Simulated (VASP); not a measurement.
# HfWS4 (P-43m) in VASP: notebook, part 2 of 2

VASP 6.6.1. Earlier steps stand in the parts before.

### Step 3. Single point, PBE

This run uses another cell than the first one, of 26.70 Å³/atom.

Contents of INCAR:

```
PREC = Accurate
ENCUT = 520
EDIFF = 1E-6
ISMEAR = 0
SIGMA = 0.1
LREAL = False
LASPH = True
NELM = 100
ALGO = Normal
ISIF = 2
LWAVE = False
LCHARG = False
GGA = PE
NBANDS = 33
```

Contents of KPOINTS:

```
Automatic mesh
0
Gamma
  4 4 4
```

Contents of POSCAR:

```
HfWS4
1.0
    5.4310295800      0.0000000000      0.0000000000
    0.0000000000      5.4310295800      0.0000000000
    0.0000000000      0.0000000000      5.4310295800
Hf W S
1 1 4
Direct
    0.0000000000      0.0000000000      0.0000000000
    0.5000000000      0.5000000000      0.5000000000
    0.7306612600      0.7306612600      0.7306612600
    0.2693387400      0.2693387400      0.7306612600
    0.2693387400      0.7306612600      0.2693387400
    0.7306612600      0.2693387400      0.2693387400
```

Potentials or basis: VASP PAW PBE potentials, release 64 (Hf_pv, W_sv, S).

Launch:

```sh
$ cat potpaw_PBE.64/Hf_pv/POTCAR potpaw_PBE.64/W_sv/POTCAR potpaw_PBE.64/S/POTCAR > POTCAR
$ mpirun -np 1 vasp_std > vasp.out
```

OUTCAR:

```text
PREC = Accurate
   ENCUT = 520
   EDIFF = 1E-6
   ISMEAR = 0
   LREAL = False
   LASPH = True
   NELM = 100
   ISIF = 2
   GGA = PE

 ion  position               nearest neighbor table
   1  0.000  0.000  0.000-   3 2.53   4 2.53   5 2.53   6 2.53
   2  0.500  0.500  0.500-   3 2.17   4 2.17   5 2.17   6 2.17
   3  0.731  0.731  0.731-   2 2.17   1 2.53
   4  0.269  0.269  0.731-   2 2.17   1 2.53
   5  0.269  0.731  0.269-   2 2.17   1 2.53
   6  0.731  0.269  0.269-   2 2.17   1 2.53

[... 548 lines left out ...]
  -------------------------------------------------------------------------------------
  Total       -0.8515737     -0.8515737     -0.8515737      0.0000000     -0.0000000     -0.0000000
  in kB       -8.5169937     -8.5169937     -8.5169937      0.0000000     -0.0000000     -0.0000000
  external PRESSURE =      -8.5169937 kB  Pullay stress =       0.0000000 kB

 VOLUME and BASIS-vectors are now :
 -----------------------------------------------------------------------------
  energy-cutoff  :      520.00
  volume of cell :      160.19
      direct lattice vectors                 reciprocal lattice vectors
     5.431029580  0.000000000  0.000000000     0.184127150  0.000000000  0.000000000
     0.000000000  5.431029580  0.000000000     0.000000000  0.184127150  0.000000000
     0.000000000  0.000000000  5.431029580     0.000000000  0.000000000  0.184127150

 POSITION                                       TOTAL-FORCE (eV/Angst)
 -----------------------------------------------------------------------------------
      0.00000      0.00000      0.00000         0.000000     -0.000000      0.000000
      2.71551      2.71551      2.71551         0.000000     -0.000000      0.000000
      3.96824      3.96824      3.96824         1.533888      1.533888      1.533888
      1.46279      1.46279      3.96824        -1.533888     -1.533888      1.533888
      1.46279      3.96824      1.46279        -1.533888      1.533888     -1.533888
      3.96824      1.46279      1.46279         1.533888     -1.533888     -1.533888
 -----------------------------------------------------------------------------------
    total drift:                                0.000000      0.000000      0.000000

  FREE ENERGIE OF THE ION-ELECTRON SYSTEM (eV)
  ---------------------------------------------------
  free  energy   TOTEN  =       -41.4664118286 eV

  energy  without entropy=      -41.4445541138  energy(sigma->0) =      -41.45548297
```

OSZICAR:

```text
N       E                     dE             d eps       ncg     rms          rms(c)
DAV:   1     0.332293425183E+03    0.33229E+03   -0.24124E+04   740   0.131E+03
DAV:   2    -0.223129806895E+02   -0.35461E+03   -0.33972E+03   821   0.317E+02
DAV:   3    -0.447827153993E+02   -0.22470E+02   -0.21982E+02   832   0.729E+01
DAV:   4    -0.452876729301E+02   -0.50496E+00   -0.50117E+00   816   0.122E+01
DAV:   5    -0.453008680527E+02   -0.13195E-01   -0.13157E-01   846   0.191E+00    0.412E+01
DAV:   6    -0.415956351645E+02    0.37052E+01   -0.10859E+01   753   0.165E+01    0.240E+01
DAV:   7    -0.416117102241E+02   -0.16075E-01   -0.15278E+00   804   0.670E+00    0.147E+01
DAV:   8    -0.416050250926E+02    0.66851E-02   -0.12640E+00   759   0.665E+00    0.301E+00
DAV:   9    -0.414652993712E+02    0.13973E+00   -0.33888E-01   783   0.331E+00    0.143E+00
DAV:  10    -0.414661681665E+02   -0.86880E-03   -0.24031E-02   773   0.694E-01    0.123E+00
DAV:  11    -0.414662735616E+02   -0.10540E-03   -0.71839E-04   803   0.154E-01    0.761E-01
DAV:  12    -0.414664156854E+02   -0.14212E-03   -0.34651E-04   795   0.983E-02    0.100E-01
DAV:  13    -0.414664092650E+02    0.64204E-05   -0.25049E-05   798   0.314E-02    0.421E-02
DAV:  14    -0.414664121854E+02   -0.29205E-05   -0.13340E-05   786   0.198E-02    0.216E-02
DAV:  15    -0.414664118286E+02    0.35681E-06   -0.13437E-06   487   0.802E-03
   1 F= -.41466412E+02 E0= -.41455483E+02  d E =-.218577E-01
```

stdout:

```text
POSCAR found type information on POSCAR HfW S
 POSCAR found :  3 types and       6 ions
 scaLAPACK will be used
 LDA part: xc-table for (Slater+PW92), standard interpolation
 POSCAR, INCAR and KPOINTS ok, starting setup
 FFT: planning ... GRIDC
 FFT: planning ... GRID_SOFT
 FFT: planning ... GRID
 WAVECAR not read
 entering main loop
```

Run time: 80 s. Hardware: 1 thread of Intel Xeon 8259CL, shared host; peak memory 0.27 GiB.

Results:

| Item | Value |
| --- | --- |
| Free energy | -41.4664 eV |
| Pressure | -0.9 GPa |
| Largest force | 2.657 eV/Å |
| Band gap on the k mesh | zero (bands 24 and 25 overlap by 0.91 eV) |

Forces in eV/Å, atoms in the order of the input:
```
Hf   0.000  0.000  0.000
W    0.000  0.000  0.000
S    1.534  1.534  1.534
S   -1.534 -1.534  1.534
S   -1.534  1.534 -1.534
S    1.534 -1.534 -1.534
```

Caveat: spin-orbit coupling is left out, which moves the levels of the heavy elements; forces of over 1 eV/Å act on the atoms, so gaps and moduli don't describe the material at rest.

### Step 4. Single point, PBE, collinear spin, zero start

This run uses another cell than the first one, of 26.70 Å³/atom.

Contents of INCAR:

```
SYSTEM = HfWS4
ALGO = Normal
EDIFF = 1E-7
ENCUT = 520
GGA = PE
ISIF = 2
ISMEAR = 0
ISPIN = 2
LASPH = .TRUE.
LCHARG = .FALSE.
LMAXMIX = 4
LORBIT = 11
LREAL = .FALSE.
LWAVE = .FALSE.
MAGMOM = 0 0 0 0 0 0
NBANDS = 37
NELM = 150
PREC = Accurate
SIGMA = 0.1
```

Contents of KPOINTS:

```
k-points
0
G
  4 4 4
  0 0 0
```

POSCAR is that of step 3.

Launch:

```sh
$ cat potpaw_PBE.64/Hf_pv/POTCAR potpaw_PBE.64/W_sv/POTCAR potpaw_PBE.64/S/POTCAR > POTCAR
$ mpirun -np 1 vasp_std > vasp.out
```

Run time: 3.4 min. Hardware: 1 thread of Intel Xeon 8259CL, shared host; peak memory 0.33 GiB.

It converged, with:

```yaml
Free_energy: -41.4664 eV
Pressure: -0.9 GPa
Largest_force: 2.657 eV/Å
Band_gap_on_the_k_mesh: zero (filled and empty bands overlap)
Net_moment: 0.00 μB per cell
Valence_electrons_inside_the_program's_atomic_spheres: Hf 8.02; W 12.26; S 3.75
```

Forces in eV/Å, atoms in the order of the input:
```
Hf   0.000  0.000  0.000
W    0.000  0.000  0.000
S    1.534  1.534  1.534
S   -1.534 -1.534  1.534
S   -1.534  1.534 -1.534
S    1.534 -1.534 -1.534
```

Levels at points of the mesh, in eV from the Fermi level:
Spin up:
| k point | band 21 | band 22 | band 23 | band 24 | band 25 | band 26 | band 27 | band 28 |
| --- | --- | --- | --- | --- | --- | --- | --- | --- |
| (0.00, 0.00, 0.00) | -2.31 | -2.31 | -2.31 | -0.75 | -0.75 | -0.18 | -0.18 | -0.18 |
| (0.50, 0.00, 0.00) | -2.92 | -2.22 | -2.22 | -0.23 | 0.28 | 0.98 | 1.60 | 1.60 |
| (0.50, 0.50, 0.00) | -2.48 | -2.48 | -2.16 | -0.15 | 0.09 | 1.39 | 1.63 | 1.63 |
| (0.50, 0.50, 0.50) | -1.69 | -1.69 | -1.69 | -0.25 | -0.25 | 0.56 | 0.56 | 0.56 |
Spin down:
```csv
k point,band 22,band 23,band 24,band 25,band 26,band 27
"(0.00, 0.00, 0.00)",-2.31,-2.31,-0.75,-0.75,-0.18,-0.18
"(0.50, 0.00, 0.00)",-2.22,-2.22,-0.23,0.28,0.98,1.60
"(0.50, 0.50, 0.00)",-2.48,-2.16,-0.15,0.09,1.39,1.63
"(0.50, 0.50, 0.50)",-1.69,-1.69,-0.25,-0.25,0.56,0.56
```

Caveat: spin-orbit coupling is left out, which moves the levels of the heavy elements; forces of over 1 eV/Å act on the atoms, so gaps and moduli don't describe the material at rest.

### Step 5. The runs side by side

| spin | cell | gap on the mesh (eV) | pressure (GPa) | largest force (eV/Å) |
| --- | --- | --- | --- | --- |
| off | a = 5.345 Å, 6 atoms, atomic positions A | none | -0.3 | 0.07 |
| off | a = 5.431 Å, 6 atoms, atomic positions B | none | -0.9 | 2.66 |
| collinear, zero start | a = 5.431 Å, 6 atoms, atomic positions B | none | -0.9 | 2.66 |

Alike in all rows: task single point; level PBE; potentials or basis VASP PAW PBE potentials, release 64 (Hf_pv, W_sv, S); k mesh 4 × 4 × 4; cutoff (eV) 520; smearing gaussian 0.1 eV.

Caveats: spin-orbit coupling is left out, which moves the levels of the heavy elements; forces of over 1 eV/Å act on the atoms, so gaps and moduli don't describe the material at rest (at least some runs).

Total energies depend on the potentials used, so only differences within one code and one set of settings carry meaning.
